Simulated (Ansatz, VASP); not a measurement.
# SiGe3 in VASP and in Ansatz

```xyz
4
Lattice="4.0979 0.0000 0.0000 0.0000 4.0979 0.0000 0.0000 0.0000 5.7688" Properties=species:S:1:pos:R:3 pbc="T T T"
Si    0.0000    0.0000    0.0000
Ge    0.0000    2.0489    1.4047
Ge    2.0489    2.0489    2.8844
Ge    2.0489    0.0000    4.3641
```

Alike in both runs: task single point; functional PBE; k mesh 6 × 6 × 4; no spin polarisation.

|  | VASP | Ansatz |
| --- | --- | --- |
| version | VASP 6.6.1 | Ansatz 0.2.0 |
| potentials or method | VASP PAW PBE potentials, release 64 (Si, Ge_d) | plane waves, PAW |
| plane-wave cutoff (eV) | 520 | 420 |
| occupations | gaussian, width 0.01 eV | fixed |
| valence electrons in the cell | 46 | 46 |

```csv
,VASP,Ansatz,Ansatz less VASP
gap on the k mesh at the Fermi level (eV),none,none,-
pressure (GPa),-3.2,-3.2,0.00
"traceless stress, the component that is largest in VASP (GPa)",0.05,0.06,+0.006
```

A gap of «none» marks a metal or a gap that the smearing closes. Ansatz's warnings: unresolved pair at count.
